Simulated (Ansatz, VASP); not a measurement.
Two plane-wave programs on ZnS

```
Zn S
1.0
     1.90307    1.09874    9.35195
    -1.90307    1.09874    9.35195
     0.00000   -2.19748    9.35195
Zn S
3 3
Direct
  0.99997 0.99997 0.99997
  0.22227 0.22227 0.22227
  0.44461 0.44461 0.44461
  0.08327 0.08327 0.08327
  0.52784 0.52784 0.52784
  0.30536 0.30536 0.30536
```

Alike in both runs: task single point; functional PBEsol; k mesh 6 × 6 × 6; no spin polarisation.

```csv
,VASP,Ansatz
version,VASP 6.6.1,Ansatz 0.2.0
potentials or method,"VASP PAW PBE potentials, release 64 (Zn, S)","plane waves, PAW"
plane-wave cutoff (eV),500,420
occupations,"gaussian, width 0.01 eV",fixed
valence electrons in the cell,54,54
```

|  | VASP | Ansatz | Ansatz less VASP |
| --- | --- | --- | --- |
| gap on the k mesh at the Fermi level (eV) | 2.06 | 2.06 | -0.006 |

VASP's potentials were made for PBE, not for PBEsol.
